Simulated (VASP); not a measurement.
Set up this calculation in VASP 6.6.1, as the native input.

* Task: relaxation of cell and atoms
* Functional: PBE
* Potentials or basis: VASP PAW PBE potentials, release 64 (Si, W_sv)
* Cutoff: 600 eV
* k mesh: 12 × 12 × 18
* Occupations: gaussian, width 0.1 eV
* Spin: no spin polarisation
* Dipole correction: no
* Further INCAR settings: ALGO = Fast; EDIFF = 1e-07; IBRION = 2; EDIFFG = -0.01; NSW = 100; ISIF = 3

The structure of SiW2 lies in POSCAR:

```
SiW2
1.0
    4.5578479663      0.0000000000      0.0000000000
   -2.2789239832      3.9472121254      0.0000000000
    0.0000000000      0.0000000000      2.6261202535
Si W
1 2
Direct
    0.0000000000      0.0000000000      0.0000000000
    0.3333333333      0.6666666667      0.5000000000
    0.6666666667      0.3333333333      0.5000000000
```

The cell was generated, and may not be a known phase.

These files were run (other wordings do the same):

INCAR

```
PREC = Accurate
ENCUT = 600
EDIFF = 1E-7
ISMEAR = 0
SIGMA = 0.1
LREAL = F
LASPH = T
NELM = 60
ALGO = Fast
ISIF = 3
LWAVE = F
LCHARG = F
GGA = PE
IBRION = 2
NSW = 100
EDIFFG = -0.01
```

KPOINTS

```
Automatic mesh
0
Gamma
  12 12 18
```

Potentials or basis: VASP PAW PBE potentials, release 64 (Si, W_sv).

Command:

```sh
$ cat potpaw_PBE.64/Si/POTCAR potpaw_PBE.64/W_sv/POTCAR > POTCAR
$ mpirun -np 1 vasp_std > vasp.out
```

Results of the run:

The relaxed volume is 15.86 Å³/atom, the relaxed cell is a = 4.556 Å, b = 4.556 Å, c = 2.648 Å, α = 90.00°, β = 90.00°, γ = 120.00° and the space group after relaxing (to 0.1 Å) is P6/mmm (No. 191). The energy gained by relaxing is 1.1 meV/atom and the ionic steps are 5. The pressure after relaxing is 0.0 GPa. The band gap on the k mesh is zero (bands 16 and 17 overlap by 2.27 eV).

Caveat: spin-orbit coupling is left out, which moves the levels of the heavy elements.

It took 12 min on 1 thread of Oxide Virtual Turin-like Processor, on a shared host, peak memory 0.3 GiB.
